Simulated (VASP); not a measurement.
# NiO2 (P-3m1) in VASP: settings compared

NiO2 is run at these levels: LDA, r2SCAN; tasks: relaxation of cell and atoms, single point.

Everything below comes from runs of VASP 6.6.1. Logs are shortened: lines on timing, memory, paths and dates and some standing lists are left out, and cuts for length are marked.

## (1) The cell of the first run

Symmetry: P-3m1, No. 164, trigonal system. Conventional cell: a = 2.762 Å, b = 2.762 Å, c = 4.204 Å, α = 90.00°, β = 90.00°, γ = 120.00°. Ni (site symmetry -3m) has 6 O at 1.84 Å within 2.4 Å. Within 2.5 Å of O (site symmetry 3m) lie 3 Ni at 1.84 Å and 3 O at 2.43 Å.

## (2) Relaxation of cell and atoms, LDA

INCAR reads:

```
SYSTEM = NiO2
PREC = Accurate
ENCUT = 600
EDIFF = 1E-7
ISMEAR = 0
SIGMA = 0.02
LREAL = .False.
LASPH = .True.
NELM = 120
ALGO = Normal
ISIF = 3
LWAVE = .False.
LCHARG = .False.
GGA = CA
IBRION = 2
NSW = 100
EDIFFG = -0.005
GGA_COMPAT = .False.
NELMIN = 4
```

KPOINTS reads:

```
Automatic mesh
0
Gamma
  12 12 6
  0 0 0
```

POSCAR reads:

```
NiO2
1.0
    2.7624727324      0.0000000000      0.0000000000
   -1.3812363662      2.3923715635      0.0000000000
    0.0000000000      0.0000000000      4.2044747070
Ni O
1 2
Direct
    0.0000000000      0.0000000000      0.5000000000
    0.6666666667      0.3333333333      0.7187630451
    0.3333333333      0.6666666667      0.2812369549
```

Potentials or basis: VASP PAW LDA potentials, release 64 (Ni_sv_GW, O).

Launch:

```
cat potpaw_LDA.64/Ni_sv_GW/POTCAR potpaw_LDA.64/O/POTCAR > POTCAR
mpirun -np 1 vasp_std > vasp.out
```

OUTCAR:

```text
SYSTEM = NiO2
   PREC = Accurate
   ENCUT = 600
   EDIFF = 1E-7
   ISMEAR = 0
   LREAL = .False.
   LASPH = .True.
   NELM = 120
   ISIF = 3
   GGA = CA
   IBRION = 2
   NSW = 100
   EDIFFG = -0.005
   NELMIN = 4

 ion  position               nearest neighbor table
   1  0.000  0.000  0.500-   2 1.84   3 1.84   3 1.84   2 1.84   2 1.84   3 1.84
   2  0.667  0.333  0.719-   1 1.84   1 1.84   1 1.84
   3  0.333  0.667  0.281-   1 1.84   1 1.84   1 1.84

  LATTYP: Found a hexagonal cell.
 ALAT       =     2.7624727324
 C/A-ratio  =     1.5219968174

  Lattice vectors:

 A1 = (   2.7624727324,   0.0000000000,   0.0000000000)
 A2 = (  -1.3812363662,   2.3923715635,   0.0000000000)
 A3 = (   0.0000000000,   0.0000000000,   4.2044747070)

Analysis of symmetry for initial positions (statically):
=====================================================================
 Subroutine PRICEL returns:
 Original cell was already a primitive cell.

 Routine SETGRP: Setting up the symmetry group for a
 hexagonal supercell.

 Subroutine GETGRP returns: Found 12 space group operations
 (whereof 12 operations were pure point group operations)
 out of a pool of 24 trial point group operations.

The static configuration has the point symmetry D_3d.

Analysis of symmetry for dynamics (positions and initial velocities):
=====================================================================
 Subroutine PRICEL returns:
 Original cell was already a primitive cell.

 Routine SETGRP: Setting up the symmetry group for a
 hexagonal supercell.

 Subroutine GETGRP returns: Found 12 space group operations
 (whereof 12 operations were pure point group operations)
 out of a pool of 24 trial point group operations.

The dynamic configuration has the point symmetry D_3d.

 Subroutine INISYM returns: Found 12 space group operations
 (whereof 12 operations are pure point group operations),
 and found     1 'primitive' translations

----------------------------------------------------------------------------------------

                                     Primitive cell

  volume of cell :      27.7868

  direct lattice vectors                    reciprocal lattice vectors
     2.762472732  0.000000000  0.000000000     0.361994523  0.208997635  0.000000000
    -1.381236366  2.392371563  0.000000000     0.000000000  0.417995271  0.000000000
     0.000000000  0.000000000  4.204474707     0.000000000  0.000000000  0.237841840

  length of vectors
     2.762472732  2.762472732  4.204474707     0.417995271  0.417995271  0.237841840

  position of ions in fractional coordinates (direct lattice)
     0.000000000  0.000000000  0.500000000
     0.666666667  0.333333333  0.718763045
     0.333333333  0.666666667  0.281236955

  ion indices of the primitive-cell ions
   primitive index   ion index
                 1           1
                 2           2
                 3           3

----------------------------------------------------------------------------------------

 KPOINTS: Automatic mesh

Automatic generation of k-mesh.
 Grid dimensions read from file:
 generate k-points for:   12   12    6

 Generating k-lattice:

  Cartesian coordinates                     Fractional coordinates (reciprocal lattice)
     0.030166210  0.017416470  0.000000000     0.083333333  0.000000000  0.000000000
     0.000000000  0.034832939  0.000000000     0.000000000  0.083333333  0.000000000
     0.000000000  0.000000000  0.039640307     0.000000000  0.000000000  0.166666667

  Length of vectors
     0.034832939  0.034832939  0.039640307

  Shift w.r.t. Gamma in fractional coordinates (k-lattice)
     0.000000000  0.000000000  0.000000000

 Subroutine IBZKPT returns following result:
 ===========================================

 Found    100 irreducible k-points:

 Following reciprocal coordinates:
            Coordinates               Weight
  0.000000  0.000000  0.000000      1.000000
  0.083333  0.000000  0.000000      6.000000
  0.166667  0.000000  0.000000      6.000000
  0.250000  0.000000  0.000000      6.000000
  0.333333  0.000000  0.000000      6.000000
  0.416667  0.000000  0.000000      6.000000
[... 16 lines left out ...]
  0.166667  0.000000  0.166667      6.000000
  0.000000  0.166667  0.166667      6.000000
 [... further k-points ...]
   k-points           NKPTS =    100   k-points in BZ     NKDIM =    100   number of bands    NBANDS=     19
   number of dos      NEDOS =    301   number of ions     NIONS =      3
   total plane-waves  NPLWV =  20736
   dimension x,y,z NGX =    24 NGY =   24 NGZ =   36
   dimension x,y,z NGXF=    48 NGYF=   48 NGZF=   72
   ions per type =               1   2
   NGX,Y,Z   is equivalent  to a cutoff of  14.44, 14.44, 14.23 a.u.
   NGXF,Y,Z  is equivalent  to a cutoff of  28.89, 28.89, 28.47 a.u.
 SYSTEM =  NiO2
   PREC   = accura    normal or accurate (medium, high low for compatibility)
   ISTART =      0    job   : 0-new  1-cont  2-samecut
   ICHARG =      2    charge: 1-file 2-atom 10-const
   ISPIN  =      1    spin polarized calculation?
   LNONCOLLINEAR =      F non collinear calculations
   LSORBIT =      F    spin-orbit coupling
   LASPH  =      T    aspherical Exc in radial PAW
   ENCUT  =  600.0 eV  44.10 Ry    6.64 a.u.   5.52  5.52  8.40*2*pi/ulx,y,z
   NELM   =    120;   NELMIN=  4; NELMDL= -5     # of ELM steps
   EDIFF  = 0.1E-06   stopping-criterion for ELM
   LREAL  =      F    real-space projection
   EDIFFG = -.5E-02   stopping-criterion for IOM
   NSW    =    100    number of steps for IOM
   IBRION =      2    ionic relax: 0-MD 1-quasi-New 2-CG
   NFREE  =      1    steps in history (QN), initial steepest desc. (CG)
   ISIF   =      3    stress and relaxation
   ISYM   =      2    0-nonsym 1-usesym 2-fastsym
   POTIM  = 0.5000    time-step for ionic-motion
   TEBEG  =    0.0;   TEEND  =   0.0 temperature during run
   PSTRESS=    0.0 pullay stress
   NELECT =      30.0000    total number of electrons
   NUPDOWN=      -1.0000    fix difference up-down
   EMIN   =  10.00;   EMAX   =-10.00  energy-range for DOS
   EFERMI =   0.00;   METHOD = LEGACY
   ISMEAR =     0;   SIGMA  =   0.02  broadening in eV -4-tet -1-fermi 0-gaus
   EFERMI_NEDOS =   21; number of points for ismear=-14 and -15
   IALGO  =     38    algorithm
   IMIX   =      4    mixing-type and parameters
     AMIX     =   0.40;   BMIX     =  1.00
     AMIX_MAG =   1.60;   BMIX_MAG =  1.00
  volume/ion in A,a.u.               =       9.26        62.50
  Fermi-wavevector in a.u.,A,eV,Ry     =   1.679458  3.173715 38.376305  2.820579
  Thomas-Fermi vector in A             =   2.763366
   LORBIT       =      0    0 simple, 1 ext, 2 COOP (PROOUT), +10 PAW based schemes
   GGA     = CA    functional components
   LHFCALC =     F    Hartree Fock is set to
   AEXX    =    0.0000 exact exchange contribution
   IVDW    =     0    specifies the selected vdW correction
   LEPSILON=     F    determine dielectric tensor
   LRPA    =     F    only Hartree local field effects (RPA)
 conjugate gradient relaxation of ions
 non-spin polarized calculation
 Gauss-broadening in eV      SIGMA  =   0.02
  energy-cutoff  :      600.00
  volume of cell :       27.79
 maximum number of plane-waves:       952
 NGX is ok and might be reduce to    24
   NGX = 11   NGY = 11   NGZ = 17

--------------------------------------- Ionic step        1  -------------------------------------------

 number of electron      29.9999998 magnetization

 Free energy of the ion-electron system (eV)
  ---------------------------------------------------
  ext. energy  EPLUGINS =         0.00000000
  ---------------------------------------------------
  free energy    TOTEN  =       -21.08479569 eV

  energy without entropy =      -21.08479569  energy(sigma->0) =      -21.08479569

------------------------ aborting loop because EDIFF is reached ----------------------------------------

  FORCE on cell =-STRESS in cart. coord.  units (eV):
  Direction    XX          YY          ZZ          XY          YZ          ZX
  --------------------------------------------------------------------------------------
  -------------------------------------------------------------------------------------
  Total        0.0811714      0.0811714     -0.1558547      0.0000000      0.0000000      0.0000000
  in kB        4.6803140      4.6803140     -8.9865325      0.0000000      0.0000000      0.0000000
  external PRESSURE =       0.1246985 kB  Pullay stress =       0.0000000 kB
[... 92 lines left out ...]
  FREE ENERGIE OF THE ION-ELECTRON SYSTEM (eV)
  ---------------------------------------------------
  free  energy   TOTEN  =       -21.0860434549 eV

  energy  without entropy=      -21.0860434549  energy(sigma->0) =      -21.08604345

[... ionic steps 4 to 10 ...]

--------------------------------------- Ionic step       11  -------------------------------------------

 number of electron      30.0000028 magnetization

------------------------ aborting loop because EDIFF is reached ----------------------------------------

  FORCE on cell =-STRESS in cart. coord.  units (eV):
  Direction    XX          YY          ZZ          XY          YZ          ZX
  --------------------------------------------------------------------------------------
  -------------------------------------------------------------------------------------
  Total        0.0564522      0.0564522      0.0168891      0.0000000      0.0000000      0.0000000
  in kB        3.3629508      3.3629508      1.0061097      0.0000000      0.0000000      0.0000000
  external PRESSURE =       2.5773371 kB  Pullay stress =       0.0000000 kB
[... 59 lines left out ...]
  energy  without entropy=      -21.0917884940  energy(sigma->0) =      -21.09178849

--------------------------------------- Ionic step       13  -------------------------------------------

 number of electron      30.0000028 magnetization

 Free energy of the ion-electron system (eV)
  ---------------------------------------------------
  ext. energy  EPLUGINS =         0.00000000
  ---------------------------------------------------
  free energy    TOTEN  =       -21.09179227 eV

  energy without entropy =      -21.09179227  energy(sigma->0) =      -21.09179227

 E-fermi :   4.1355     XC(G=0): -12.7362

 val. band max:        3.8397934456   @ k =   0.0833   0.0833   0.5000
 cond. band min:       4.5046519807   @ k =   0.3333   0.0000   0.3333
 fundamental gap:      0.6648585351
 Fermi energy:         4.1355394838

 k-point     1 :       0.0000    0.0000    0.0000
  band No.  band energies     occupation
      1     -99.6082      2.00000
      2     -60.6658      2.00000
      3     -60.6658      2.00000
      4     -60.3731      2.00000
      5     -16.3968      2.00000
      6     -13.2258      2.00000
[... 11 lines left out ...]
     18      11.9428      0.00000
     19      14.6180      0.00000
[... 489 lines left out ...]
      3     -60.6694      2.00000
      4     -60.3714      2.00000
      5     -15.9216      2.00000
      6     -13.4380      2.00000
[... 11 lines left out ...]
     18      13.4006      0.00000
     19      15.9855      0.00000

 [... further k-points ...]
[... 5 lines left out ...]
  --------------------------------------------------------------------------------------
  -------------------------------------------------------------------------------------
  Total       -0.0009447     -0.0009447     -0.0022243      0.0000000      0.0000000      0.0000000
  in kB       -0.0562227     -0.0562227     -0.1323700      0.0000000      0.0000000      0.0000000
  external PRESSURE =      -0.0816051 kB  Pullay stress =       0.0000000 kB
[... 18 lines left out ...]
  FREE ENERGIE OF THE ION-ELECTRON SYSTEM (eV)
  ---------------------------------------------------
  free  energy   TOTEN  =       -21.0917922747 eV

  energy  without entropy=      -21.0917922747  energy(sigma->0) =      -21.09179227

 reached required accuracy - stopping structural energy minimisation
```

It took 11 min on 1 thread of AMD EPYC 7R43 (Zen 3), shared host; peak memory 0.18 GiB.

Results:

| Quantity | Value |
| --- | --- |
| Free energy | -21.0918 eV |
| Relaxed volume | 8.97 Å³/atom |
| Relaxed cell | a = 2.767 Å, b = 2.767 Å, c = 4.061 Å, α = 90.00°, β = 90.00°, γ = 120.00° |
| Space group after relaxing (to 0.1 Å) | P-3m1 (No. 164) |
| Energy gained by relaxing | 2.3 meV/atom |
| Ionic steps | 13 |
| Pressure after relaxing | 0.0 GPa |
| Largest force after relaxing | 0.004 eV/Å |
| Band gap on the k mesh | 0.66 eV (least direct gap 0.93 eV) |

Forces on the atoms (eV/Å):
```
Ni   0.000  0.000  0.000
O    0.000  0.000  0.004
O    0.000  0.000 -0.004
```

Step by step:
```
step  energy change (eV)  largest force (eV/Å)  pressure (GPa)  volume (Å³)
   1              0.0000                0.1075            0.01        27.79
   2             -0.0011                0.0124           -1.14        27.79
   3             -0.0012                0.0334           -1.70        27.79
   4             -0.0018                0.0334           -1.63        27.75
   5             -0.0031                0.0345           -1.40        27.61
   6             -0.0053                0.0355           -1.00        27.35
   7             -0.0068                0.0394            0.15        26.81
   8             -0.0069                0.0375           -0.09        26.91
   9             -0.0069                0.0389           -0.04        26.89
  10             -0.0069                0.0116            0.13        26.89
  11             -0.0070                0.0100            0.26        26.89
  12             -0.0070                0.0023           -0.09        26.93
  13             -0.0070                0.0041           -0.01        26.92
```

Final structure:
```
Ni O
1.0
     2.76687    0.00000    0.00000
    -1.38343    2.39618    0.00000
     0.00000    0.00000    4.06075
Ni O
1 2
Cartesian
  0.0000 0.0000 2.0304
  1.3834 0.7987 2.9509
  0.0000 1.5975 1.1098
```

A k mesh can miss the band edges. Spin polarisation is off, so any magnetic state and its effect on volume and gap are missing.

## (3) Single point, r2SCAN

POSCAR reads:

```
NiO2
1.0
    2.7627792314      0.0000000000      0.0000000000
   -1.3813896157      2.3926369995      0.0000000000
    0.0000000000      0.0000000000      4.2061363981
Ni O
1 2
Direct
    0.0000000000      0.0000000000      0.5000000000
    0.6666666667      0.3333333333      0.7186230907
    0.3333333333      0.6666666667      0.2813769093
```

INCAR.step1 reads:

```
ALGO     = Normal         # electronic algorithm
EDIFF    = 1E-5           # SCF threshold, eV
ENCUT    = 660            # plane-wave cutoff, eV
GGA      = PE             # functional
GGA_COMPAT= F            
ISMEAR   = 0              # smearing method
LASPH    = T              # aspherical terms in the spheres
LCHARG   = F              # write CHGCAR
LREAL    = F              # projectors in reciprocal space
LWAVE    = T              # write WAVECAR
NBANDS   = 22             # bands
NELM     = 120            # most SCF steps
PREC     = Accurate       # precision mode
SIGMA    = 0.02           # smearing width, eV
```

INCAR.step2 reads:

```
ALGO     = Normal         # electronic algorithm
EDIFF    = 1E-6           # SCF threshold, eV
ENCUT    = 660            # plane-wave cutoff, eV
GGA_COMPAT= F            
ISIF     = 2              # what is computed and relaxed
ISMEAR   = 0              # smearing method
ISTART   = 1            
LASPH    = T              # aspherical terms in the spheres
LCHARG   = F              # write CHGCAR
LMIXTAU  = T            
LREAL    = F              # projectors in reciprocal space
LWAVE    = F              # write WAVECAR
METAGGA  = R2SCAN         # meta-GGA
NBANDS   = 22             # bands
NELM     = 120            # most SCF steps
PREC     = Accurate       # precision mode
SIGMA    = 0.02           # smearing width, eV
```

KPOINTS reads:

```
k-points
0
Gamma
  12 12 6
```

Potentials or basis: VASP PAW PBE potentials, release 64 (Ni_sv_GW, O).

Launch:

```
cat potpaw_PBE.64/Ni_sv_GW/POTCAR potpaw_PBE.64/O/POTCAR > POTCAR
cp INCAR.step1 INCAR
mpirun -np 1 vasp_std > vasp.out
cp INCAR.step2 INCAR
mpirun -np 1 vasp_std > vasp.out
```

Wall time 3.5 min (1 thread of Intel Xeon Platinum 8488C (Sapphire Rapids), shared host); peak memory 0.24 GiB.

The run converged. Its results:

```
Free energy            : -27.5144 eV
Pressure               : 7.5 GPa
Largest force          : 0.501 eV/Å
Band gap on the k mesh : 1.30 eV (least direct gap 1.51 eV)
```

Forces in eV/Å, atoms in the order of the input:
```
Ni   0.000  0.000  0.000
O    0.000  0.000  0.501
O    0.000  0.000 -0.501
```

Stress tensor (GPa, compression positive):
```
7.54 0.00 0.00
0.00 7.54 0.00
0.00 0.00 7.41
```

Levels at points of the mesh, in eV from the valence-band top:
```tsv
k point	band 11	band 12	band 13	band 14	band 15	band 16	band 17	band 18	band 19	band 20
(0.00, 0.00, 0.00)	-2.56	-1.10	-1.10	-0.66	-0.39	2.65	2.65	9.18	12.21	18.30
(0.50, 0.00, 0.00)	-3.08	-2.49	-2.25	-1.99	-1.20	1.92	2.69	14.03	14.52	15.84
(0.00, 0.00, 0.50)	-2.57	-2.40	-1.20	-1.20	-0.13	2.75	2.75	11.48	11.62	16.93
(0.50, 0.00, 0.50)	-2.86	-2.25	-2.01	-1.43	-1.37	1.98	2.49	12.78	14.51	16.84
```

Caveat: the cell stands under pressure; the PAW data sets were made with another functional, which shifts forces and pressure a little.
